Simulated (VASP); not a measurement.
Write the native input for VASP 6.6.1 that does the following.

* Task: single point
* Functional: PBE
* Potentials or basis: VASP PAW PBE potentials, release 64 (Be)
* Cutoff: 520 eV
* k mesh: 2 × 2 × 2
* Occupations: fermi-dirac, width 0.17 eV
* Spin: no spin polarisation
* Dipole correction: no
* Further INCAR settings: LREAL = Auto; ALGO = Normal; EDIFF = 1e-06; NBANDS = 60

The structure of Be lies in POSCAR:

```
Be
1.0
    7.0917640000      0.0000000000      0.0000000000
   -3.5458820000      6.1416480000      0.0000000000
    0.0000000000      0.0000000000      7.4085300000
Be
36
Direct
   -0.0214483847      0.0017747679     -0.0005939100
    0.0499237130      0.2232299865      0.2560696926
    0.0146792708     -0.0007327024      0.5161482777
    0.1116963430      0.2320224148      0.7540902176
    0.0451212939      0.3551978231      0.0072618995
    0.1134462459      0.5583192003      0.2419643303
   -0.0703707725      0.2774336790      0.4971161620
    0.1069270965      0.5621455349      0.7283226227
   -0.0132563698      0.6804199785     -0.0211242986
    0.0908248160      0.8973812892      0.2253888423
   -0.0135364822      0.6371905391      0.4539632019
    0.1163714370      0.8891098936      0.7727848845
    0.3267184464     -0.0283962871     -0.0042113618
    0.4164531862      0.1756368975      0.2252673607
    0.3263789766      0.0142144258      0.4770312059
    0.4739508180      0.2350183534      0.7807486775
    0.3180843326      0.3101284867      0.0036444477
    0.4507582307      0.5357682498      0.2410059755
    0.2801401937      0.3311977502      0.4904751685
    0.4396554919      0.5857873978      0.7131239261
    0.3540100676      0.6634050014     -0.0181817446
    0.4457374647      0.8647678929      0.2505355313
    0.2870727601      0.6224550805      0.4821064368
    0.4211220262      0.9037802232      0.7558044578
    0.6371795140     -0.0660409063     -0.0489570806
    0.7818646322      0.2270237565      0.1912525157
    0.6077866990     -0.0414058246      0.5181054811
    0.7374347368      0.1955826840      0.7303878097
    0.7057754125      0.3387852902     -0.0341498246
    0.7588837761      0.5195673865      0.2307610282
    0.6560453765      0.3033713427      0.4676636256
    0.8170981806      0.5608103884      0.7246106853
    0.6802941643      0.6410494382     -0.0057231327
    0.7873951833      0.8934084142      0.2703370304
    0.7073262081      0.7162084183      0.5346134793
    0.7919221117      0.8758398397      0.7670347559
```

One way to write it, as run:

INCAR

```
SYSTEM = Be
  PREC = Accurate
  ENCUT = 520
  EDIFF = 1E-6
  ISMEAR = -1
  SIGMA = 0.17
  LREAL = Auto
  LASPH = .True.
  NELM = 80
  ALGO = Normal
  ISIF = 2
  LWAVE = .False.
  LCHARG = .False.
  GGA = PE
  NBANDS = 60
```

KPOINTS

```
Automatic mesh
0
Gamma
  2 2 2
  0 0 0
```

Potentials or basis: VASP PAW PBE potentials, release 64 (Be).

Launch:

```sh
$ cat potpaw_PBE.64/Be/POTCAR > POTCAR
$ mpirun -np 1 vasp_std > vasp.out
```

Results of the run:

```yaml
Pressure: -5.5 GPa
Largest_force: 2.750 eV/Å
Band_gap_on_the_k_mesh: zero (bands 36 and 37 overlap by 0.40 eV)
```

Caveat: the k points lie up to 0.51 Å⁻¹ apart; forces of over 1 eV/Å act on the atoms, so gaps and moduli don't describe the material at rest.

It took 5.7 min on 1 thread of Intel(R) Xeon(R) Platinum 8375C CPU @ 2.90GHz (Ice Lake), with other jobs on the host, peak memory 0.42 GiB.
